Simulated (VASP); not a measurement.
The system is NiMoIrPdW.

```
Ni Mo Pd Ir W
1.0
     2.76616    0.00000    0.00000
    -1.38308    2.39557    0.00000
     0.00000    0.00000   11.02292
Ni Mo Pd Ir W
1 1 1 1 1
Cartesian
  0.0000 1.5971 6.5820
  0.0000 0.0000 4.5276
  1.3831 0.7985 8.7654
  1.3831 0.7985 2.2002
  0.0000 1.5971 10.9936
```

Program: VASP 6.6.1. Alike in all runs: task single point; spin collinear, ferromagnetic start; cell as given; k mesh 8 × 8 × 2; cutoff (eV) 520; smearing fermi-dirac 0.05 eV.

Task: Order these runs on this cell by their pressure, lowest first.
A. level PBE; potentials or basis VASP PAW PBE potentials, release 64 (Ni, Mo_sv, Pd, Ir, W_sv); further INCAR settings ALGO = Fast; EDIFF = 1e-07; NBANDS = 40
B. level BLYP; potentials or basis VASP PAW PBE potentials, release 64 (Ni, Mo_sv, Pd, Ir, W_sv); further INCAR settings ALGO = Fast; EDIFF = 1e-06; NBANDS = 40
C. level LDA; potentials or basis VASP PAW LDA potentials, release 64 (Ni, Mo_sv, Pd, Ir, W_sv); further INCAR settings ALGO = Fast; EDIFF = 1e-06; NBANDS = 40
D. level revPBE; potentials or basis VASP PAW PBE potentials, release 64 (Ni, Mo_sv, Pd, Ir, W_sv); further INCAR settings ALGO = Fast; EDIFF = 1e-07; NBANDS = 40

Result: C (-13.4 GPa), A (0.6 GPa), D (3.5 GPa), B (12.8 GPa).

Caveats: the PAW data sets were made with another functional, which shifts forces and pressure a little (some runs).
